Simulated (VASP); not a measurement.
Here is a VASP 6.6.1 calculation.

Contents of INCAR:

```
  PREC = Accurate
  ENCUT = 600
  EDIFF = 1E-6
  ISMEAR = 0
  SIGMA = 0.02
  LREAL = False
  LASPH = True
  NELM = 60
  ALGO = Normal
  ISIF = 3
  LWAVE = False
  LCHARG = False
  GGA = PE
  IBRION = 2
  NSW = 100
  EDIFFG = -0.01
```

File KPOINTS:

```
Automatic mesh
0
Gamma
  8 8 6
```

The input POSCAR:

```
LiTlF4
1.0
    3.7336322600      0.0000000000      0.0000000000
    0.0000000000      3.7336322600      0.0000000000
    0.0000000000      0.0000000000      5.2801533800
Li Tl F
1 1 4
Direct
    0.0000000000      0.0000000000      0.0000000000
    0.5000000000      0.5000000000      0.5000000000
    0.5000000000      0.0000000000      0.2500000000
    0.0000000000      0.5000000000      0.7500000000
    0.5000000000      0.0000000000      0.7500000000
    0.0000000000      0.5000000000      0.2500000000
```

Potentials or basis: VASP PAW PBE potentials, release 64 (Li_sv, Tl_d, F).

Run with:

```bash
$ cat potpaw_PBE.64/Li_sv/POTCAR potpaw_PBE.64/Tl_d/POTCAR potpaw_PBE.64/F/POTCAR > POTCAR
$ mpirun -np 1 vasp_std > vasp.out
```

**Question.** What does it give for the space group after relaxing (to 0.1 Å)?

**Answer.** P4/mmm (No. 123).

**Question.** Estimate the band gap on the k mesh.

**Answer.** 1.92 eV (least direct gap 2.13 eV).

**Question.** What does it give for the relaxed cell?

**Answer.** a = 3.760 Å, b = 3.760 Å, c = 5.298 Å, α = 90.00°, β = 90.00°, γ = 90.00°.

**Question.** Estimate the relaxed volume.

**Answer.** 12.48 Å³/atom.

Stress tensor (GPa, compression positive):
```
 0.11  0.00  0.00
 0.00  0.11  0.00
 0.00  0.00 -0.10
```

Caveat: the cutoff is under 1.25 times the usual one of these potentials, so pressure, stress and relaxed cells hold a basis-set (Pulay) error; spin-orbit coupling is left out, which moves the levels of the heavy elements. A k mesh can miss the band edges.
